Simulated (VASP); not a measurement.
Set up this calculation in VASP 6.6.1, as the native input.

* Task: single point
* Functional: LDA
* Potentials or basis: VASP PAW LDA potentials, release 64 (Mg, In_d, N)
* Cutoff: 520 eV
* k mesh: 6 × 6 × 6
* Occupations: gaussian, width 0.01 eV
* Spin: no spin polarisation
* Dipole correction: no
* Further INCAR settings: ALGO = Normal; EDIFF = 1e-06; NBANDS = 27

The structure of MgIn2N2 lies in POSCAR:

```
MgIn2N2
1.0
    1.6312055021      0.9417765479      7.5786838950
   -1.6312055021      0.9417765479      7.5786838950
    0.0000000000     -1.8835540716      7.5786838949
Mg In N
1 2 2
Direct
    0.0000000000      0.0000000000      0.0000000000
    0.4394601231      0.4394601231      0.4394601230
    0.5605398769      0.5605398769      0.5605398770
    0.2769955066      0.2769955066      0.2769955066
    0.7230044934      0.7230044934      0.7230044934
```

One way to write it, as run:

INCAR

```
ALGO = Normal ; EDIFF = 1E-6
ENCUT = 520 ; GGA = CA
ISIF = 2 ; ISMEAR = 0
LASPH = True ; LCHARG = False
LREAL = False ; LWAVE = False
NBANDS = 27 ; NELM = 80
PREC = Accurate ; SIGMA = 0.01
```

KPOINTS

```
k-points
0
Gamma
  6 6 6
```

Potentials or basis: VASP PAW LDA potentials, release 64 (Mg, In_d, N).

Run with:

```console
$ cat potpaw_LDA.64/Mg/POTCAR potpaw_LDA.64/In_d/POTCAR potpaw_LDA.64/N/POTCAR > POTCAR
$ mpirun -np 1 vasp_std > vasp.out
```

It gave:

```
Pressure               : -0.2 GPa
Largest force          : 0.051 eV/Å
Band gap on the k mesh : 0.47 eV, direct
```

Caveat: spin-orbit coupling is left out, which moves the levels of the heavy elements.

Wall time 2.6 min on 1 thread of AMD EPYC 9R45 96-Core Processor (Zen 5) (shared host), peak memory 0.36 GiB.
